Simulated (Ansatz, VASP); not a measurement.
One calculation of SiO2, two programs

```xyz
12
Lattice="4.3599 0.0000 0.0000 -2.1799 3.7758 0.0000 0.0000 0.0000 8.2083" Properties=species:S:1:pos:R:3 pbc="T T T"
Si    2.1799    1.2586    7.6940
Si    2.1799    1.2586    4.6184
Si    0.0000    2.5172    0.5143
Si    0.0000    2.5172    3.5899
O    -0.6952    1.2041    0.0000
O     0.6952    1.2041    4.1042
O     2.9695    0.0000    4.1042
O     1.4847    2.5716    0.0000
O    -1.4847    2.5716    4.1042
O     2.1799    1.2586    6.1562
O     0.0000    2.5172    2.0521
O     1.3904    0.0000    0.0000
```

Alike in both runs: task single point; functional LDA; k mesh 6 × 6 × 4; occupations gaussian, width 0.02 eV; no spin polarisation.

|  | VASP | Ansatz |
| --- | --- | --- |
| version | VASP 6.6.1 | Ansatz 0.2.0 |
| potentials or method | VASP PAW LDA potentials, release 64 (Si, O), cutoff 520 eV | scalar-relativistic, plane waves, PAW |
| valence electrons in the cell | 64 | 64 |

```csv
,VASP,Ansatz,Ansatz less VASP
gap on the k mesh at the Fermi level (eV),5.60,5.61,+0.017
least direct gap on the mesh (eV),5.76,5.78,+0.018
rms of the force components (eV/Å),0.037,0.000,-0.0368
```

LDA's correlation is that of Perdew and Zunger in VASP and of Perdew and Wang (1992) in Ansatz. Atom by atom the forces differ by 0.037 eV/Å (rms over components).
